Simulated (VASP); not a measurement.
# Ca: single point with r2SCAN

Ca:

```
Ca
1.0
     3.74532    0.00000    0.00000
    -1.87266    3.24354    0.00000
     0.00000    0.00000    7.36267
Ca
2
Direct
  0.33333 0.66667 0.25000
  0.66667 0.33333 0.75000
```

This cell differs from its parent crystal: ratio of the length along z to the lengths across it x 1.2, volume and fractional coordinates fixed.

```json
{"Program": "VASP 6.6.1", "Task": "single point", "Functional": "r2SCAN", "Potentials or basis": "VASP PAW PBE potentials, release 64 (Ca_sv)", "Cutoff": "520 eV", "k mesh": "15 × 15 × 8", "Occupations": "gaussian, width 0.15 eV", "Spin": "no spin polarisation"}
```

| Item | Value |
| --- | --- |
| Pressure | 0.0 GPa |
| Band gap on the k mesh | zero (band 10 reaches 2.22 eV, above the bottom of band 11 at 0.82 eV) |

Stress tensor (GPa, compression positive):
```
 2.25  0.00  0.00
 0.00  2.25  0.00
 0.00  0.00 -4.53
```

Levels at points of the mesh, in eV from the Fermi level:
| k point | band 8 | band 9 | band 10 | band 11 | band 12 | band 13 |
| --- | --- | --- | --- | --- | --- | --- |
| (0.00, 0.00, 0.00) | -23.99 | -4.23 | -1.71 | -1.00 | 1.75 | 2.65 |
| (0.00, 0.00, 0.50) | -23.99 | -3.44 | -3.44 | 0.84 | 0.84 | 2.70 |

It took 10 min on 1 thread of Intel(R) Xeon(R) Platinum 8259CL CPU @ 2.50GHz (Skylake/Cascade Lake) (shared host), peak memory 0.32 GiB.

Caveat: the PAW data sets were made with another functional, which shifts forces and pressure a little.
